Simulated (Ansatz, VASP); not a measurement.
As in VASP and in Ansatz

File INCAR:

```
  PREC = Accurate
  ENCUT = 500
  EDIFF = 1E-6
  ISMEAR = -1
  SIGMA = 0.15
  LREAL = F
  LASPH = T
  NELM = 200
  ALGO = Normal
  ISIF = 2
  LWAVE = F
  LCHARG = F
  MAGMOM = 0 0 0
  LORBIT = 11
  LSORBIT = T
  GGA_COMPAT = F
  LORBMOM = T
  GGA = PE
  NBANDS = 16
```

File KPOINTS:

```
Automatic mesh
0
Gamma
  4 4 4
```

File POSCAR:

```
As
1.0
    0.0000000000      2.1147109800      2.1147109800
    2.1147109800      0.0000000000      2.1147109800
    2.1147109800      2.1147109800      0.0000000000
As
1
Direct
    0.0000000000      0.0000000000      0.0000000000
```

Input for Ansatz:

```yaml
crystal:
  lattice:
    - [0.0, 2.11471098, 2.11471098]
    - [2.11471098, 0.0, 2.11471098]
    - [2.11471098, 2.11471098, 0.0]
  atoms:
    - { symbol: As, position: [0, 0, 0] }
kpoints:
  mp_grid: { grid: [4, 4, 4] }
hamiltonian:
  xc: pbe
  pseudopotentials: { kind: paw_fr, source: ansatz }
scf:
  occupations: { method: fermi_dirac, width: 0.15 }
  convergence: { dr2_threshold: "1e-9 eV" }
  max_iter: 300
output:
  forces: true
  stress: true
magnetization:
  noncollinear: true
  spin_orbit: true
```

Alike in both runs: task single point; functional PBE; k mesh 4 × 4 × 4; occupations fermi-dirac, width 0.15 eV; non-collinear spin, spin-orbit coupling.

|  | VASP | Ansatz |
| --- | --- | --- |
| version | VASP 6.6.1 | Ansatz 0.2.0 development build |
| potentials or method | VASP PAW PBE potentials, release 64 (As) | plane waves, PAW datasets (hand-made set) |
| plane-wave cutoff (eV) | 500 | 550 |
| valence electrons in the cell | 5 | 15 |

```tsv
	VASP	Ansatz	Ansatz less VASP
net moment per atom (μB)	0.00	0.00	0.000
```

The functional is the same, so the differences come from potentials, cutoffs and numerics. VASP's potentials hold 5 valence electrons a cell and Ansatz's 15, so a difference there can come from the potentials and not from the codes. Ansatz's warnings: stress scf threshold loose.

The k mesh is coarse, so the values compare programs but aren't converged.
